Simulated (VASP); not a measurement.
Nb:

```
Nb
1.0
     2.88205    0.00000    0.00000
    -0.96068    2.71722    0.00000
    -0.96068   -1.35861    2.35318
Nb
1
Direct
  0.00000 0.00000 0.00000
```

* Program: VASP 6.6.1
* Task: relaxation of cell and atoms
* Functional: PBEsol
* Potentials or basis: VASP PAW PBE potentials, release 64 (Nb_sv)
* Cutoff: 600 eV
* k mesh: 11 × 11 × 11
* Occupations: fermi-dirac, width 0.1 eV
* Spin: no spin polarisation

At the start: pressure -8.1 GPa; volume 18.43 Å³/atom.

Question: How do energy, volume and symmetry change on relaxing?

Answer: Over 4 steps the energy falls by 22.8 meV/atom and the volume is 17.56 Å³/atom (-4.7 %); space group Im-3m (No. 229, to 0.1 Å) before and after.

The path:
```
step  energy change (eV)  largest force (eV/Å)  pressure (GPa)  volume (Å³)
   1              0.0000                0.0000           -8.09        18.43
   2              0.0598                0.0000           18.73        16.06
   3             -0.0228                0.0000           -0.27        17.58
   4             -0.0228                0.0000           -0.02        17.56
```

Final structure:
```
Nb
1.0
     2.83603    0.00000    0.00000
    -0.94534    2.67384    0.00000
    -0.94534   -1.33692    2.31561
Nb
1
Direct
  0.00000 0.00000 0.00000
```

Caveat: the PAW data sets were made with another functional, which shifts forces and pressure a little.
